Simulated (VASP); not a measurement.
# Ru (Im-3m) in VASP: single point with LDA

Aim: the single point of Ru with LDA.

All numbers are computed with VASP 6.6.1; they aren't measurements. Logs are shortened: lines on timing, memory, paths and dates and some standing lists are left out, and cuts for length are marked.

## 1. The cell of the first run

Symmetry: Im-3m, No. 229, cubic system. Conventional cell: a = 2.948 Å, b = 2.948 Å, c = 2.948 Å, α = 90.00°, β = 90.00°, γ = 90.00°. Within 3.4 Å of Ru (site symmetry m-3m) lie 14 Ru at 2.55 to 2.95 Å.

This isn't the form of Ru at room conditions, which is hcp.

## 2. Single point, LDA

File INCAR:

```
SYSTEM = Ru
ALGO = Normal
EDIFF = 1E-6
ENCUT = 560
GGA = CA
GGA_COMPAT = .FALSE.
ISIF = 2
ISMEAR = -1
LASPH = .TRUE.
LCHARG = .FALSE.
LREAL = .FALSE.
LWAVE = .FALSE.
NBANDS = 14
NELM = 120
PREC = Accurate
SIGMA = 0.1
```

File KPOINTS:

```
k-points
0
G
  10 10 10
  0 0 0
```

File POSCAR:

```
Ru
1.0
    1.4739104275      1.4739104275      1.4739104275
   -1.4739104275      1.4739104275      1.4739104275
   -1.4739104275     -1.4739104275      1.4739104275
Ru
1
Direct
    0.0000000000      0.0000000000      0.0000000000
```

Potentials or basis: VASP PAW LDA potentials, release 64 (Ru_sv).

The run is started by

```
$ cat potpaw_LDA.64/Ru_sv/POTCAR > POTCAR
$ mpirun -np 1 vasp_std > vasp.out
```

OUTCAR:

```text
SYSTEM = Ru
   EDIFF = 1E-6
   ENCUT = 560
   GGA = CA
   ISIF = 2
   ISMEAR = -1
   LASPH = .TRUE.
   LREAL = .FALSE.
   NELM = 120
   PREC = Accurate

 ion  position               nearest neighbor table
   1  0.000  0.000  0.000-

  LATTYP: Found a body centered cubic cell.
 ALAT       =     2.9478208550

  Lattice vectors:

 A1 = (   1.4739104275,  -1.4739104275,  -1.4739104275)
 A2 = (   1.4739104275,   1.4739104275,   1.4739104275)
 A3 = (  -1.4739104275,  -1.4739104275,   1.4739104275)

Analysis of symmetry for initial positions (statically):
=====================================================================
 Subroutine PRICEL returns:
 Original cell was already a primitive cell.

 Routine SETGRP: Setting up the symmetry group for a
 body centered cubic supercell.

 Subroutine GETGRP returns: Found 48 space group operations
 (whereof 48 operations were pure point group operations)
 out of a pool of 48 trial point group operations.

The static configuration has the point symmetry O_h .

Analysis of symmetry for dynamics (positions and initial velocities):
=====================================================================
 Subroutine PRICEL returns:
 Original cell was already a primitive cell.

 Routine SETGRP: Setting up the symmetry group for a
 body centered cubic supercell.

 Subroutine GETGRP returns: Found 48 space group operations
 (whereof 48 operations were pure point group operations)
 out of a pool of 48 trial point group operations.

The dynamic configuration has the point symmetry O_h .

 Subroutine INISYM returns: Found 48 space group operations
 (whereof 48 operations are pure point group operations),
 and found     1 'primitive' translations

----------------------------------------------------------------------------------------

                                     Primitive cell

  volume of cell :      12.8078

  direct lattice vectors                    reciprocal lattice vectors
     1.473910427  1.473910427  1.473910427     0.339233640  0.000000000  0.339233640
    -1.473910427  1.473910427  1.473910427    -0.339233640  0.339233640  0.000000000
    -1.473910427 -1.473910427  1.473910427     0.000000000 -0.339233640  0.339233640

  length of vectors
     2.552887746  2.552887746  2.552887746     0.479748815  0.479748815  0.479748815

  position of ions in fractional coordinates (direct lattice)
     0.000000000  0.000000000  0.000000000

  ion indices of the primitive-cell ions
[... 80 lines left out ...]
   ISIF   =      2    stress and relaxation
   ISYM   =      2    0-nonsym 1-usesym 2-fastsym
   POTIM  = 0.5000    time-step for ionic-motion
   TEBEG  =    0.0;   TEEND  =   0.0 temperature during run
   PSTRESS=    0.0 pullay stress
   NELECT =      16.0000    total number of electrons
   NUPDOWN=      -1.0000    fix difference up-down
   EMIN   =  10.00;   EMAX   =-10.00  energy-range for DOS
   EFERMI =   0.00;   METHOD = LEGACY
   ISMEAR =    -1;   SIGMA  =   0.10  broadening in eV -4-tet -1-fermi 0-gaus
   EFERMI_NEDOS =   21; number of points for ismear=-14 and -15
   IALGO  =     38    algorithm
   IMIX   =      4    mixing-type and parameters
     AMIX     =   0.40;   BMIX     =  1.00
     AMIX_MAG =   1.60;   BMIX_MAG =  1.00
  volume/ion in A,a.u.               =      12.81        86.43
  Fermi-wavevector in a.u.,A,eV,Ry     =   1.763155  3.331879 42.296625  3.108714
  Thomas-Fermi vector in A             =   2.831386
   LORBIT       =      0    0 simple, 1 ext, 2 COOP (PROOUT), +10 PAW based schemes
   GGA     = CA    functional components
   LHFCALC =     F    Hartree Fock is set to
   AEXX    =    0.0000 exact exchange contribution
   IVDW    =     0    specifies the selected vdW correction
   LEPSILON=     F    determine dielectric tensor
   LRPA    =     F    only Hartree local field effects (RPA)
 non-spin polarized calculation
  energy-cutoff  :      560.00
  volume of cell :       12.81
 maximum number of plane-waves:       397
   NGX =  9   NGY =  9   NGZ =  9

 number of electron      15.9999998 magnetization

 Free energy of the ion-electron system (eV)
  ---------------------------------------------------
  ext. energy  EPLUGINS =         0.00000000
  ---------------------------------------------------
  free energy    TOTEN  =       -10.00623867 eV

  energy without entropy =       -9.94863767  energy(sigma->0) =       -9.97743817

 E-fermi :  16.3390     XC(G=0): -14.8729

 val. band max:       16.3341474073   @ k =   0.1000   0.5000   0.1000
 cond. band min:      16.3393998541   @ k =   0.2000   0.5000   0.1000
 fundamental gap:      0.0052524468
 Fermi energy:        16.3390214942

 k-point     1 :       0.0000    0.0000    0.0000
  band No.  band energies     occupation
      1     -56.5597      2.00000
      2     -26.0168      2.00000
      3     -26.0168      2.00000
      4     -26.0168      2.00000
      5       7.8126      2.00000
      6      13.1707      2.00000
      7      13.1707      2.00000
      8      13.1707      2.00000
      9      16.2290      1.50068
     10      16.2290      1.50068
     11      33.4093      0.00000
     12      33.4093      0.00000
     13      33.4093      0.00000
     14      45.6809      0.00000
[... 377 lines left out ...]
      1     -56.2680      2.00000
      2     -27.1046      2.00000
      3     -26.7126      2.00000
      4     -26.2302      2.00000
      5      11.2014      2.00000
      6      11.5319      2.00000
      7      12.9307      2.00000
      8      15.6947      1.99682
      9      17.3756      0.00006
     10      22.3365      0.00000
     11      28.7981      0.00000
     12      30.4235      0.00000
     13      36.4811      0.00000
     14      37.8758      0.00000

 [... further k-points ...]

------------------------ aborting loop because EDIFF is reached ----------------------------------------

  FORCE on cell =-STRESS in cart. coord.  units (eV):
  Direction    XX          YY          ZZ          XY          YZ          ZX
  --------------------------------------------------------------------------------------
  -------------------------------------------------------------------------------------
  Total        1.6441221      1.6441221      1.6441221      0.0000000     -0.0000000     -0.0000000
  in kB      205.6702014    205.6702014    205.6702014      0.0000000     -0.0000000     -0.0000000
  external PRESSURE =     205.6702014 kB  Pullay stress =       0.0000000 kB

 VOLUME and BASIS-vectors are now :
 -----------------------------------------------------------------------------
  energy-cutoff  :      560.00
  volume of cell :       12.81
      direct lattice vectors                 reciprocal lattice vectors
     1.473910427  1.473910427  1.473910427     0.339233640  0.000000000  0.339233640
    -1.473910427  1.473910427  1.473910427    -0.339233640  0.339233640  0.000000000
    -1.473910427 -1.473910427  1.473910427     0.000000000 -0.339233640  0.339233640

 POSITION                                       TOTAL-FORCE (eV/Angst)
 -----------------------------------------------------------------------------------
      0.00000      0.00000      0.00000         0.000000     -0.000000      0.000000
 -----------------------------------------------------------------------------------
    total drift:                               -0.000000      0.000000     -0.000000

  FREE ENERGIE OF THE ION-ELECTRON SYSTEM (eV)
  ---------------------------------------------------
  free  energy   TOTEN  =       -10.0062386731 eV

  energy  without entropy=       -9.9486376662  energy(sigma->0) =       -9.97743817
```

It took 6.3 s on 1 thread of Intel Xeon 6975P-C (Granite Rapids), shared host; peak memory 0.12 GiB.

What came out:

```
Free energy            : -10.0062 eV
Pressure               : 20.6 GPa
Band gap on the k mesh : zero (bands 8 and 9 overlap by 3.78 eV)
```

Caveat: the cell stands under pressure.
